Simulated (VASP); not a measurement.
Write the native input for VASP 6.6.1 that does the following.

| Item | Value |
| --- | --- |
| Task | single point |
| Functional | PBE |
| Potentials or basis | VASP PAW PBE potentials, release 64 (Sn_d, Ru_pv) |
| Cutoff | 500 eV |
| k mesh | 4 × 4 × 4 |
| Occupations | gaussian, width 0.1 eV |
| Spin | no spin polarisation |
| Dipole correction | no |
| Further INCAR settings | ALGO = Normal; EDIFF = 1e-06; NBANDS = 43 |

The structure of SnRu4 lies in POSCAR:

```
SnRu4
1.0
    4.7179753042      0.0000000000      0.0000000000
    0.0000000000      4.7179753042      0.0000000000
    0.0000000000      0.0000000000      4.7179753042
Sn Ru
1 4
Direct
    0.0000000000      0.0000000000      0.0000000000
    0.5000000000      0.0000000000      0.0000000000
    0.0000000000      0.5000000000      0.0000000000
    0.0000000000      0.0000000000      0.5000000000
    0.5000000000      0.5000000000      0.5000000000
```

The cell was generated, and may not be a known phase.

One way to write it, as run:

INCAR

```
PREC = Accurate
ENCUT = 500
EDIFF = 1E-6
ISMEAR = 0
SIGMA = 0.1
LREAL = F
LASPH = T
NELM = 120
ALGO = Normal
ISIF = 2
LWAVE = F
LCHARG = F
GGA = PE
NBANDS = 43
GGA_COMPAT = F
```

KPOINTS

```
Automatic mesh
0
Gamma
  4 4 4
```

Potentials or basis: VASP PAW PBE potentials, release 64 (Sn_d, Ru_pv).

Command:

```sh
$ cat potpaw_PBE.64/Sn_d/POTCAR potpaw_PBE.64/Ru_pv/POTCAR > POTCAR
$ mpirun -np 1 vasp_std > vasp.out
```

Results of the run:

```json
{"Pressure": "0.3 GPa", "Band gap on the k mesh": "zero (bands 35 and 36 overlap by 0.60 eV)"}
```

Caveat: spin-orbit coupling is left out, which moves the levels of the heavy elements.

Run time: 37 s on 1 thread of Intel(R) Xeon(R) Platinum 8259CL CPU @ 2.50GHz (Skylake/Cascade Lake), with other jobs on the host, peak memory 0.21 GiB.
